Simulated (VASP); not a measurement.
Set up this calculation in VASP 6.6.1, as the native input.

```
Task                   : single point
Functional             : PBE
Potentials or basis    : VASP PAW PBE potentials, release 64 (Si, Mo_sv)
Cutoff                 : 520 eV
k mesh                 : 4 × 4 × 4
Occupations            : gaussian, width 0.1 eV
Spin                   : no spin polarisation
Dipole correction      : no
Further INCAR settings : ALGO = Fast; EDIFF = 1e-06; NBANDS = 31
```

The structure of SiMo3 lies in POSCAR:

```
SiMo3
1.0
    3.8322881600      0.0000000000      0.0000000000
    0.0000000000      3.8322881600      0.0000000000
    0.0000000000      0.0000000000      5.0577525800
Si Mo
1 3
Direct
    0.0000000000      0.0000000000      0.5000000000
    0.0000000000      0.0000000000      0.0000000000
    0.5000000000      0.5000000000      0.5000000000
    0.5000000000      0.5000000000      0.0000000000
```

The input as run:

INCAR

```
PREC = Accurate
ENCUT = 520
EDIFF = 1E-6
ISMEAR = 0
SIGMA = 0.1
LREAL = False
LASPH = True
NELM = 80
ALGO = Fast
ISIF = 2
LWAVE = False
LCHARG = False
GGA = PE
NBANDS = 31
```

KPOINTS

```
regular mesh
0
Gamma
  4 4 4
```

Potentials or basis: VASP PAW PBE potentials, release 64 (Si, Mo_sv).

Command:

```console
$ cat potpaw_PBE.64/Si/POTCAR potpaw_PBE.64/Mo_sv/POTCAR > POTCAR
$ mpirun -np 1 vasp_std > vasp.out
```

Results of the run:

The pressure is -10.8 GPa and the band gap on the k mesh is zero (band 23 reaches 9.94 eV, above the bottom of band 24 at 8.52 eV).

Caveat: the k points lie up to 0.41 Å⁻¹ apart.

Run time: 52 s on 1 thread of Intel(R) Xeon(R) Platinum 8259CL CPU @ 2.50GHz (Skylake/Cascade Lake) (shared host), peak memory 0.19 GiB.
